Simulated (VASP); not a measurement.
# Cu (Im-3m) in VASP: further runs

Cu is run at these levels: PBE; tasks: single point.

Program: VASP 6.6.1. These are calculated values, not measurements. Logs are shortened: lines on timing, memory, paths and dates and some standing lists are left out, and cuts for length are marked.

### Step 1. The cell of the first run

Symmetry: Im-3m, No. 229, cubic system. The conventional cell has a = 2.427 Å, b = 2.427 Å, c = 2.427 Å, α = 90.00°, β = 90.00°, γ = 90.00°. Cu (site symmetry m-3m) has 14 Cu at 2.10 to 2.43 Å within 2.8 Å.

### Step 2. Single point, PBE

File INCAR:

```
SYSTEM = Cu
PREC = Accurate
ENCUT = 520
EDIFF = 1E-6
ISMEAR = -1
SIGMA = 0.1
LREAL = .FALSE.
LASPH = .TRUE.
NELM = 60
ALGO = Normal
ISIF = 2
LWAVE = .FALSE.
LCHARG = .TRUE.
GGA = PE
LELF = .TRUE.
LVHAR = .TRUE.
NBANDS = 12
```

File KPOINTS:

```
Automatic mesh
0
G
  22 22 22
  0 0 0
```

File POSCAR:

```
Cu
1.0
   -1.2137261235      1.2137261235      1.2137261235
    1.2137261235     -1.2137261235      1.2137261235
    1.2137261235      1.2137261235     -1.2137261235
Cu
1
Direct
    0.0000000000      0.0000000000      0.0000000000
```

Potentials or basis: VASP PAW PBE potentials, release 64 (Cu).

Command:

```
cat potpaw_PBE.64/Cu/POTCAR > POTCAR
mpirun -np 1 vasp_std > vasp.out
```

OUTCAR:

```text
SYSTEM = Cu
   PREC = Accurate
   ENCUT = 520
   EDIFF = 1E-6
   ISMEAR = -1
   LREAL = .FALSE.
   LASPH = .TRUE.
   NELM = 60
   ISIF = 2
   GGA = PE

 ion  position               nearest neighbor table
   1  0.000  0.000  0.000-

  LATTYP: Found a body centered cubic cell.
 ALAT       =     2.4274522470

  Lattice vectors:

 A1 = (  -1.2137261235,   1.2137261235,   1.2137261235)
 A2 = (   1.2137261235,  -1.2137261235,   1.2137261235)
 A3 = (   1.2137261235,   1.2137261235,  -1.2137261235)

Analysis of symmetry for initial positions (statically):
=====================================================================
 Subroutine PRICEL returns:
 Original cell was already a primitive cell.

 Routine SETGRP: Setting up the symmetry group for a
 body centered cubic supercell.

 Subroutine GETGRP returns: Found 48 space group operations
 (whereof 48 operations were pure point group operations)
 out of a pool of 48 trial point group operations.

The static configuration has the point symmetry O_h .

Analysis of symmetry for dynamics (positions and initial velocities):
=====================================================================
 Subroutine PRICEL returns:
 Original cell was already a primitive cell.

 Routine SETGRP: Setting up the symmetry group for a
 body centered cubic supercell.

 Subroutine GETGRP returns: Found 48 space group operations
 (whereof 48 operations were pure point group operations)
 out of a pool of 48 trial point group operations.

The dynamic configuration has the point symmetry O_h .

 Subroutine INISYM returns: Found 48 space group operations
 (whereof 48 operations are pure point group operations),
 and found     1 'primitive' translations

----------------------------------------------------------------------------------------

                                     Primitive cell

  volume of cell :       7.1519

  direct lattice vectors                    reciprocal lattice vectors
    -1.213726124  1.213726124  1.213726124     0.000000000  0.411954551  0.411954551
     1.213726124 -1.213726124  1.213726124     0.411954551  0.000000000  0.411954551
     1.213726124  1.213726124 -1.213726124     0.411954551  0.411954551  0.000000000

  length of vectors
     2.102235312  2.102235312  2.102235312     0.582591713  0.582591713  0.582591713

  position of ions in fractional coordinates (direct lattice)
     0.000000000  0.000000000  0.000000000

  ion indices of the primitive-cell ions
   primitive index   ion index
                 1           1

----------------------------------------------------------------------------------------

 KPOINTS: Automatic mesh

Automatic generation of k-mesh.
 Grid dimensions read from file:
 generate k-points for:   22   22   22

 Generating k-lattice:

  Cartesian coordinates                     Fractional coordinates (reciprocal lattice)
     0.000000000  0.018725207  0.018725207     0.045454545  0.000000000  0.000000000
     0.018725207  0.000000000  0.018725207     0.000000000  0.045454545  0.000000000
     0.018725207  0.018725207  0.000000000     0.000000000  0.000000000  0.045454545

  Length of vectors
     0.026481441  0.026481441  0.026481441

  Shift w.r.t. Gamma in fractional coordinates (k-lattice)
     0.000000000  0.000000000  0.000000000

 Subroutine IBZKPT returns following result:
 ===========================================

 Found    328 irreducible k-points:

 Following reciprocal coordinates:
            Coordinates               Weight
  0.000000  0.000000  0.000000      1.000000
  0.045455  0.000000  0.000000     12.000000
  0.090909  0.000000  0.000000     12.000000
  0.136364  0.000000  0.000000     12.000000
  0.181818  0.000000  0.000000     12.000000
  0.227273  0.000000  0.000000     12.000000
[... 16 lines left out ...]
  0.090909  0.090909  0.000000     24.000000
  0.136364  0.090909  0.000000     48.000000
 [... further k-points ...]
   k-points           NKPTS =    328   k-points in BZ     NKDIM =    328   number of bands    NBANDS=     12
   number of dos      NEDOS =    301   number of ions     NIONS =      1
   total plane-waves  NPLWV =   4096
   dimension x,y,z NGX =    16 NGY =   16 NGZ =   16
   dimension x,y,z NGXF=    32 NGYF=   32 NGZF=   32
   ions per type =               1
   NGX,Y,Z   is equivalent  to a cutoff of  12.65, 12.65, 12.65 a.u.
   NGXF,Y,Z  is equivalent  to a cutoff of  25.31, 25.31, 25.31 a.u.
 SYSTEM =  Cu
   PREC   = accura    normal or accurate (medium, high low for compatibility)
   ISTART =      0    job   : 0-new  1-cont  2-samecut
   ICHARG =      2    charge: 1-file 2-atom 10-const
   ISPIN  =      1    spin polarized calculation?
   LNONCOLLINEAR =      F non collinear calculations
   LSORBIT =      F    spin-orbit coupling
   LASPH  =      T    aspherical Exc in radial PAW
   ENCUT  =  520.0 eV  38.22 Ry    6.18 a.u.   3.91  3.91  3.91*2*pi/ulx,y,z
   NELM   =     60;   NELMIN=  2; NELMDL= -5     # of ELM steps
   EDIFF  = 0.1E-05   stopping-criterion for ELM
   LREAL  =      F    real-space projection
   EDIFFG = 0.1E-04   stopping-criterion for IOM
   NSW    =      0    number of steps for IOM
   IBRION =     -1    ionic relax: 0-MD 1-quasi-New 2-CG
   NFREE  =      0    steps in history (QN), initial steepest desc. (CG)
   ISIF   =      2    stress and relaxation
   ISYM   =      2    0-nonsym 1-usesym 2-fastsym
   POTIM  = 0.5000    time-step for ionic-motion
   TEBEG  =    0.0;   TEEND  =   0.0 temperature during run
   PSTRESS=    0.0 pullay stress
   NELECT =      11.0000    total number of electrons
   NUPDOWN=      -1.0000    fix difference up-down
   EMIN   =  10.00;   EMAX   =-10.00  energy-range for DOS
   EFERMI =   0.00;   METHOD = LEGACY
   ISMEAR =    -1;   SIGMA  =   0.10  broadening in eV -4-tet -1-fermi 0-gaus
   EFERMI_NEDOS =   21; number of points for ismear=-14 and -15
   IALGO  =     38    algorithm
   IMIX   =      4    mixing-type and parameters
     AMIX     =   0.40;   BMIX     =  1.00
     AMIX_MAG =   1.60;   BMIX_MAG =  1.00
  volume/ion in A,a.u.               =       7.15        48.26
  Fermi-wavevector in a.u.,A,eV,Ry     =   1.889724  3.571060 48.587174  3.571057
  Thomas-Fermi vector in A             =   2.931251
   LORBIT       =      0    0 simple, 1 ext, 2 COOP (PROOUT), +10 PAW based schemes
   GGA     = PE    functional components
   LHFCALC =     F    Hartree Fock is set to
   AEXX    =    0.0000 exact exchange contribution
   IVDW    =     0    specifies the selected vdW correction
   LEPSILON=     F    determine dielectric tensor
   LRPA    =     F    only Hartree local field effects (RPA)
 non-spin polarized calculation
  energy-cutoff  :      520.00
  volume of cell :        7.15
 maximum number of plane-waves:       204
   NGX =  7   NGY =  7   NGZ =  7

 number of electron      10.9999991 magnetization

 Free energy of the ion-electron system (eV)
  ---------------------------------------------------
  ext. energy  EPLUGINS =         0.00000000
  ---------------------------------------------------
  free energy    TOTEN  =        -1.29792391 eV

  energy without entropy =       -1.29107993  energy(sigma->0) =       -1.29450192

 E-fermi :  16.0915     XC(G=0): -15.9284

 val. band max:       16.0700010710   @ k =   0.3182   0.0909   0.0909
 cond. band min:      16.0964415512   @ k =  -0.3636   0.3636   0.2273
 fundamental gap:      0.0264404802
 Fermi energy:        16.0914778491

 k-point     1 :       0.0000    0.0000    0.0000
  band No.  band energies     occupation
      1       1.9083      2.00000
      2      10.4810      2.00000
      3      10.4810      2.00000
      4      10.4810      2.00000
      5      12.5723      2.00000
      6      12.5723      2.00000
      7      45.4700      0.00000
      8      45.4700      0.00000
      9      45.4700      0.00000
     10      53.4333      0.00000
     11      53.4333      0.00000
     12      57.0417      0.00000

 k-point     2 :       0.0455    0.0000    0.0000
  band No.  band energies     occupation
      1       2.0247      2.00000
      2      10.4469      2.00000
      3      10.4777      2.00000
      4      10.5446      2.00000
      5      12.5361      2.00000
      6      12.5748      2.00000
      7      44.8253      0.00000
      8      45.3526      0.00000
      9      45.4344      0.00000
     10      52.9882      0.00000
     11      53.8785      0.00000
     12      55.4275      0.00000

 k-point     3 :       0.0909    0.0000    0.0000
  band No.  band energies     occupation
      1       2.3690      2.00000
      2      10.3482      2.00000
      3      10.4621      2.00000
      4      10.7326      2.00000
      5      12.4421      2.00000
      6      12.5831      2.00000
      7      43.1871      0.00000
      8      44.9319      0.00000
      9      45.3376      0.00000
     10      52.3479      0.00000
     11      53.2817      0.00000
     12      53.7019      0.00000
[... 286 lines left out ...]
 k-point    23 :       0.0909    0.0909    0.0000
  band No.  band energies     occupation
      1       3.2510      2.00000
      2      10.1811      2.00000
      3      10.2758      2.00000
      4      11.2585      2.00000
      5      12.2436      2.00000
      6      12.6413      2.00000
      7      40.5043      0.00000
      8      42.1739      0.00000
      9      46.0838      0.00000
     10      49.0085      0.00000
     11      51.8405      0.00000
     12      54.4786      0.00000

 k-point    24 :       0.1364    0.0909    0.0000
  band No.  band energies     occupation
      1       3.9743      2.00000
      2      10.0081      2.00000
      3      10.1595      2.00000
      4      11.6863      2.00000
      5      12.1545      2.00000
      6      12.6929      2.00000
      7      38.4067      0.00000
      8      40.7134      0.00000
      9      46.1438      0.00000
     10      47.1763      0.00000
     11      52.0215      0.00000
     12      54.2690      0.00000

 [... further k-points ...]

------------------------ aborting loop because EDIFF is reached ----------------------------------------

  FORCE on cell =-STRESS in cart. coord.  units (eV):
  Direction    XX          YY          ZZ          XY          YZ          ZX
  --------------------------------------------------------------------------------------
  -------------------------------------------------------------------------------------
  Total       11.6903860     11.6903860     11.6903860     -0.0000000      0.0000000      0.0000000
  in kB     2618.8905116   2618.8905116   2618.8905116     -0.0000000      0.0000000      0.0000000
  external PRESSURE =    2618.8905116 kB  Pullay stress =       0.0000000 kB

 VOLUME and BASIS-vectors are now :
 -----------------------------------------------------------------------------
  energy-cutoff  :      520.00
  volume of cell :        7.15
      direct lattice vectors                 reciprocal lattice vectors
    -1.213726124  1.213726124  1.213726124     0.000000000  0.411954551  0.411954551
     1.213726124 -1.213726124  1.213726124     0.411954551  0.000000000  0.411954551
     1.213726124  1.213726124 -1.213726124     0.411954551  0.411954551  0.000000000

 POSITION                                       TOTAL-FORCE (eV/Angst)
 -----------------------------------------------------------------------------------
      0.00000      0.00000      0.00000         0.000000     -0.000000     -0.000000
 -----------------------------------------------------------------------------------
    total drift:                                0.000000      0.000000     -0.000000

  FREE ENERGIE OF THE ION-ELECTRON SYSTEM (eV)
  ---------------------------------------------------
  free  energy   TOTEN  =        -1.2979239068 eV

  energy  without entropy=       -1.2910799335  energy(sigma->0) =       -1.29450192
```

It took 9.2 s on 1 thread of Intel Xeon 6975P-C, shared host; peak memory 0.14 GiB.

What came out:

| Property | Result |
| --- | --- |
| Free energy | -1.2979 eV |
| Pressure | 261.9 GPa |

### Step 3. Single point, PBE

File INCAR:

```
SYSTEM = Cu
PREC     = Accurate       ! precision mode
ENCUT    = 520            ! plane-wave cutoff, eV
EDIFF    = 1E-6           ! SCF threshold, eV
ISMEAR   = -1             ! smearing method
SIGMA    = 0.1            ! smearing width, eV
LREAL    = .FALSE.        ! projectors in reciprocal space
LASPH    = .TRUE.         ! aspherical terms in the spheres
NELM     = 80             ! most SCF steps
ALGO     = Normal         ! electronic algorithm
ISIF     = 2              ! what is computed and relaxed
LWAVE    = .FALSE.        ! write WAVECAR
LCHARG   = .TRUE.         ! write CHGCAR
GGA      = PE             ! functional
LELF     = .TRUE.         ! ELF
LVHAR    = .TRUE.       
NBANDS   = 12             ! bands
```

KPOINTS is that of step 2.

File POSCAR:

```
Cu
1.0
   -1.2138589524      1.2138589524      1.2138589524
    1.2138589524     -1.2138589524      1.2138589524
    1.2138589524      1.2138589524     -1.2138589524
Cu
1
Direct
    0.0000000000      0.0000000000      0.0000000000
```

Potentials or basis: VASP PAW PBE potentials, release 64 (Cu).

Command:

```
cat potpaw_PBE.64/Cu/POTCAR > POTCAR
mpirun -np 1 vasp_std > vasp.out
```

Run time: 11 s. Hardware: 1 thread of Intel Xeon 6975P-C, shared host; peak memory 0.13 GiB.

The run converged. Its results:

| Quantity | Value |
| --- | --- |
| Free energy | -1.3018 eV |
| Pressure | 261.5 GPa |

Levels at points of the mesh, in eV from the Fermi level:
| k point | band 2 | band 3 | band 4 | band 5 | band 6 | band 7 | band 8 | band 9 |
| --- | --- | --- | --- | --- | --- | --- | --- | --- |
| (0.00, 0.00, 0.00) | -5.61 | -5.61 | -5.61 | -3.52 | -3.52 | 29.38 | 29.38 | 29.38 |
| (0.50, 0.00, 0.00) | -7.16 | -3.54 | -3.23 | -2.31 | -1.89 | 7.67 | 21.20 | 24.82 |
| (0.50, 0.50, 0.50) | -9.04 | -2.26 | -2.26 | -2.26 | 10.65 | 10.65 | 10.65 | 17.96 |
